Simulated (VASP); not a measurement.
Set up this calculation in VASP 6.6.1, as the native input.

* Task: single point
* Functional: PBEsol
* Potentials or basis: VASP PAW PBE potentials, release 64 (Cd)
* Cutoff: 520 eV
* k mesh: 18 × 18 × 8
* Occupations: gaussian, width 0.15 eV
* Spin: no spin polarisation
* Dipole correction: no
* Further INCAR settings: ALGO = Fast; EDIFF = 1e-06; NBANDS = 19

The structure of Cd lies in POSCAR:

```
Cd
1.0
    2.9788725081      0.0000000000      0.0000000000
   -1.4894362540      2.6055770593      0.0000000000
    0.0000000000      0.0000000000      5.6176500000
Cd
2
Direct
    0.3333333333      0.6666666667      0.2500000000
    0.6666666667      0.3333333333      0.7500000000
```

This cell differs from its parent crystal: strain +0.0100 x Voigt [0, 1, 0, 0, 0, 0].

One way to write it, as run:

INCAR

```
PREC = Accurate
ENCUT = 520
EDIFF = 1E-6
ISMEAR = 0
SIGMA = 0.15
LREAL = F
LASPH = T
NELM = 60
ALGO = Fast
ISIF = 2
LWAVE = F
LCHARG = F
GGA = PS
NBANDS = 19
```

KPOINTS

```
Automatic mesh
0
Gamma
  18 18 8
```

Potentials or basis: VASP PAW PBE potentials, release 64 (Cd).

The run is started by

```console
$ cat potpaw_PBE.64/Cd/POTCAR > POTCAR
$ mpirun -np 1 vasp_std > vasp.out
```

It gave:

```yaml
Pressure: -1.7 GPa
Largest_force: 0.007 eV/Å
Band_gap_on_the_k_mesh: zero (bands 12 and 13 overlap by 4.46 eV)
```

Caveat: the cell differs from its parent crystal (strain +0.0100 x Voigt [0, 1, 0, 0, 0, 0]); the PAW data sets were made with another functional, which shifts forces and pressure a little.

It took 5.2 min on 1 thread of Intel Xeon 8259CL, on a shared host, peak memory 0.4 GiB.
